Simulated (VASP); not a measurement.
Wanted: the native input for a VASP 6.6.1 run.

```yaml
Task: single point
Functional: r2SCAN
Dispersion: rVV10
Potentials_or_basis: VASP PAW PBE potentials, release 64 (Ge_d, Si)
Cutoff: 520 eV
k_mesh: 12 × 12 × 4
Occupations: fermi-dirac, width 0.03 eV
Spin: no spin polarisation
Dipole_correction: no
Further_INCAR_settings: ALGO = Normal; EDIFF = 1e-06; NBANDS = 26
```

SiGe:

```
Ge Si
1.0
     3.89442    0.00000    0.00000
    -1.94721    3.37267    0.00000
     0.00000    0.00000    6.44026
Ge Si
2 2
Direct
  0.33333 0.66667 0.00061
  0.66667 0.33333 0.50061
  0.33333 0.66667 0.37439
  0.66667 0.33333 0.87439
```

One way to write it, as run:

POSCAR

```
SiGe
1.0
    3.8944224589      0.0000000000      0.0000000000
   -1.9472112294      3.3726687825      0.0000000000
    0.0000000000      0.0000000000      6.4402589010
Ge Si
2 2
Direct
    0.3333333333      0.6666666667      0.0006083268
    0.6666666667      0.3333333333      0.5006083268
    0.3333333333      0.6666666667      0.3743916732
    0.6666666667      0.3333333333      0.8743916732
```

INCAR.step1

```
SYSTEM = SiGe
PREC = Accurate ; ENCUT = 520
ISMEAR = -1 ; SIGMA = 0.03
LREAL = .False. ; LASPH = .True.
NELM = 100 ; NBANDS = 26
GGA = PE ; ALGO = Normal
EDIFF = 1E-4 ; LWAVE = .True.
LCHARG = .False.
```

INCAR.step2

```
SYSTEM = SiGe
PREC = Accurate ; ENCUT = 520
EDIFF = 1E-6 ; ISMEAR = -1
SIGMA = 0.03 ; LREAL = .False.
LASPH = .True. ; NELM = 100
ALGO = Normal ; ISIF = 2
LWAVE = .False. ; LCHARG = .True.
METAGGA = R2SCAN ; LMIXTAU = .True.
LUSE_VDW = .True. ; IVDW_NL = 2
BPARAM = 11.95 ; CPARAM = 0.0093
LELF = .True. ; LVHAR = .True.
NBANDS = 26 ; ISTART = 1
```

KPOINTS

```
regular mesh
0
Gamma
  12 12 4
  0 0 0
```

Potentials or basis: VASP PAW PBE potentials, release 64 (Ge_d, Si).

The run is started by

```bash
$ cat potpaw_PBE.64/Ge_d/POTCAR potpaw_PBE.64/Si/POTCAR > POTCAR
$ cp INCAR.step1 INCAR
$ mpirun -np 1 vasp_std > vasp.out
$ cp INCAR.step2 INCAR
$ mpirun -np 1 vasp_std > vasp.out
```

It gave:

| Property | Result |
| --- | --- |
| Pressure | -0.1 GPa |
| Band gap on the k mesh | 0.61 eV (least direct gap 0.78 eV) |

Caveat: the PAW data sets were made with another functional, which shifts forces and pressure a little.

Run time: 4 min on 1 thread of AMD EPYC 9R45 96-Core Processor (Zen 5), on a shared host, peak memory 0.41 GiB.
